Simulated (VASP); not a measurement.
Crystal: HgTe.

```
Hg Te
1.0
     0.00000    3.07712    3.07712
     3.07712    0.00000    3.07712
     3.07712    3.07712    0.00000
Hg Te
1 1
Cartesian
  0.0000 0.0000 0.0000
  3.0771 3.0771 3.0771
```

Program: VASP 6.6.1. Alike in all runs: task single point; potentials or basis VASP PAW PBE potentials, release 64 (Hg, Te); cell as given.

**Question.** Order these runs on this cell by their pressure, lowest first.
A. level PBE+D3(BJ); spin off; k mesh 4 × 4 × 4; cutoff (eV) 520; smearing gaussian 0.1 eV
B. level PBE; spin collinear, ferromagnetic start; k mesh 2 × 2 × 2; cutoff (eV) 520; smearing gaussian 0.1 eV
C. level PBE; spin collinear, zero start; k mesh 4 × 4 × 4; cutoff (eV) 500; smearing methfessel-paxton 0.048 eV

**Answer.** A (-1.4 GPa), C (1.2 GPa), B (5.9 GPa).

Caveats: all runs use coarse meshes; pairwise dispersion overbinds metals, which lowers pressure and volume (some runs).
